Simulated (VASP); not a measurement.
A run of VASP 6.6.1 is set up as follows.

The input INCAR:

```
ALGO = Normal
EDIFF = 1E-6
EDIFFG = -0.002
ENCUT = 600
GGA = PS
IBRION = 2
ISIF = 3
ISMEAR = -1
LASPH = T
LCHARG = F
LREAL = F
LWAVE = F
NELM = 60
NSW = 100
PREC = Accurate
SIGMA = 0.05
```

The input KPOINTS:

```
k-points
0
Gamma
  10 10 10
```

File POSCAR:

```
SnTe
1.0
    3.1508500000      3.1508500000      0.0000000000
   -3.1508500000      3.1508500000      0.0000000000
    0.0000000000      3.1508500000      3.1508500000
Sn Te
1 1
Direct
    0.0000000000      0.0000000000      0.0000000000
    0.5000000000      0.5000000000      0.0000000000
```

Potentials or basis: VASP PAW PBE potentials, release 64 (Sn_d, Te).

Run with:

```bash
$ cat potpaw_PBE.64/Sn_d/POTCAR potpaw_PBE.64/Te/POTCAR > POTCAR
$ mpirun -np 1 vasp_std > vasp.out
```

Task: What does it give for the relaxed volume?

Result: 31.11 Å³/atom.

Task: Estimate the band gap on the k mesh.

Result: 0.16 eV.

Task: Predict the space group after relaxing (to 0.1 Å).

Result: Fm-3m (No. 225).

Final structure:
```
CELL_PARAMETERS angstrom
3.14506 3.14506 0.00000
-3.14506 3.14506 0.00000
0.00000 3.14506 3.14506
ATOMIC_POSITIONS crystal
Sn 0.00000 0.00000 0.00000
Te 0.50000 0.50000 0.00000
```

Caveat: semilocal functionals underestimate gaps, and a narrow one can read as zero; the PAW data sets were made with another functional, which shifts forces and pressure a little; spin-orbit coupling is left out, which moves the levels of the heavy elements. A k mesh can miss the band edges.
